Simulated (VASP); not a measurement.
Wanted: the native input for a VASP 6.6.1 run.

```yaml
Task: single point
Functional: r2SCAN
Potentials_or_basis: VASP PAW PBE potentials, release 64 (Ta_pv, N)
Cutoff: 520 eV
k_mesh: 18 × 18 × 10
Occupations: gaussian, width 0.1 eV
Spin: no spin polarisation
Dipole_correction: no
Further_INCAR_settings: ALGO = Normal; EDIFF = 1e-07; NBANDS = 24
```

The system is TaN.

```
CELL_PARAMETERS angstrom
3.27551 0.00000 0.00000
-1.63775 2.83667 0.00000
0.00000 0.00000 5.92251
ATOMIC_POSITIONS crystal
Ta 0.33333 0.66667 0.02725
Ta 0.66667 0.33333 0.52725
N 0.33333 0.66667 0.35775
N 0.66667 0.33333 0.85775
```

This cell differs from its parent crystal: biaxial strain in the a-b plane: +4.5 %.

These files were run (other wordings do the same):

POSCAR

```
TaN
1.0
    3.2755095321      0.0000000000      0.0000000000
   -1.6377547660      2.8366744651      0.0000000000
    0.0000000000      0.0000000000      5.9225118167
Ta N
2 2
Direct
    0.3333333333      0.6666666667      0.0272453897
    0.6666666667      0.3333333333      0.5272453897
    0.3333333333      0.6666666667      0.3577546103
    0.6666666667      0.3333333333      0.8577546103
```

INCAR.step1

```
PREC     = Accurate       # precision mode
ENCUT    = 520            # plane-wave cutoff, eV
ISMEAR   = 0              # smearing method
SIGMA    = 0.1            # smearing width, eV
LREAL    = False          # projectors in reciprocal space
LASPH    = True           # aspherical terms in the spheres
NELM     = 60             # most SCF steps
NBANDS   = 24             # bands
GGA      = PE             # functional
ALGO     = Normal         # electronic algorithm
EDIFF    = 1E-4           # SCF threshold, eV
LWAVE    = True           # write WAVECAR
LCHARG   = False          # write CHGCAR
```

INCAR.step2

```
PREC     = Accurate       # precision mode
ENCUT    = 520            # plane-wave cutoff, eV
EDIFF    = 1E-7           # SCF threshold, eV
ISMEAR   = 0              # smearing method
SIGMA    = 0.1            # smearing width, eV
LREAL    = False          # projectors in reciprocal space
LASPH    = True           # aspherical terms in the spheres
NELM     = 60             # most SCF steps
ALGO     = Normal         # electronic algorithm
ISIF     = 2              # what is computed and relaxed
LWAVE    = False          # write WAVECAR
LCHARG   = False          # write CHGCAR
METAGGA  = R2SCAN         # meta-GGA
LMIXTAU  = True         
NBANDS   = 24             # bands
ISTART   = 1
```

KPOINTS

```
Automatic mesh
0
Gamma
  18 18 10
```

Potentials or basis: VASP PAW PBE potentials, release 64 (Ta_pv, N).

The run is started by

```console
$ cat potpaw_PBE.64/Ta_pv/POTCAR potpaw_PBE.64/N/POTCAR > POTCAR
$ cp INCAR.step1 INCAR
$ mpirun -np 1 vasp_std > vasp.out
$ cp INCAR.step2 INCAR
$ mpirun -np 1 vasp_std > vasp.out
```

It gave:

The pressure is -9.9 GPa, the largest force is 0.333 eV/Å and the band gap on the k mesh is zero (bands 16 and 17 overlap by 0.67 eV).

Caveat: the cell differs from its parent crystal (biaxial strain in the a-b plane: +4.5 %); the stress differs along the axes, from -15 to 0 GPa; the PAW data sets were made with another functional, which shifts forces and pressure a little; spin-orbit coupling is left out, which moves the levels of the heavy elements.

Wall time 10 min on 1 thread of Intel(R) Xeon(R) Platinum 8488C (Sapphire Rapids) (shared host), peak memory 0.37 GiB.
